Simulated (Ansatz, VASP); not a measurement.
# GaN: VASP beside Ansatz

INCAR

```
SYSTEM = GaN
PREC = Accurate
ENCUT = 600
EDIFF = 1E-7
ISMEAR = 0
SIGMA = 0.1
LREAL = .FALSE.
LASPH = .TRUE.
NELM = 100
ALGO = Normal
ISIF = 3
LWAVE = .FALSE.
LCHARG = .FALSE.
GGA = PE
IBRION = 2
NSW = 100
EDIFFG = -0.01
```

KPOINTS

```
Automatic mesh
0
G
  24 24 14
  0 0 0
```

POSCAR

```
GaN
1.0
    2.6272434380      0.0000000000      0.0000000000
   -1.3136217190      2.2752595592      0.0000000000
    0.0000000000      0.0000000000      4.0804925120
Ga N
1 1
Direct
    0.0000000000      0.0000000000      0.5000000000
    0.0000000000      0.0000000000      0.0000000000
```

Input for Ansatz:

```yaml
crystal:
  lattice:
    - [2.627243438, 0.0, 0.0]
    - [-1.313621719, 2.2752595592, 0.0]
    - [0.0, 0.0, 4.080492512]
  atoms:
    - { symbol: Ga, position: [0.0, 0.0, 0.5] }
    - { symbol: "N", position: [0.0, 0.0, 0.0] }
basis:
  ecutwfc: 420
kpoints:
  mp_grid: { grid: [24, 24, 14] }
hamiltonian:
  xc: pbe
scf:
  occupations: { method: gaussian, width: 0.1 }
output:
  forces: true
  stress: true
  eigenvalues: true
relax:
  adjacent_minimum: "off"
  f_tol: 0.01
  max_steps: 80
  cell: { stress_tol: 0.05 }
```

Alike in both runs: task relaxation of cell and atoms; functional PBE; k mesh 24 × 24 × 14; occupations gaussian, width 0.1 eV; no spin polarisation.

|  | VASP | Ansatz |
| --- | --- | --- |
| version | VASP 6.6.1 | Ansatz 0.2.0 |
| potentials or method | VASP PAW PBE potentials, release 64 (Ga_d, N), cutoff 600 eV | scalar-relativistic, plane waves, PAW |
| valence electrons in the cell | 18 | 18 |

```tsv
	VASP	Ansatz	Ansatz less VASP
relaxed volume (Å³/atom)	18.60	40.16	+21.556
relaxed cell length with the largest relative difference (Å)	3.561	5.230	+1.6698
```

One of these differences is far larger than is usual between the two programs; its cause wasn't traced.

Noted on VASP's run: the volume moved by over 15 % at a fixed basis, so the end points are rough.
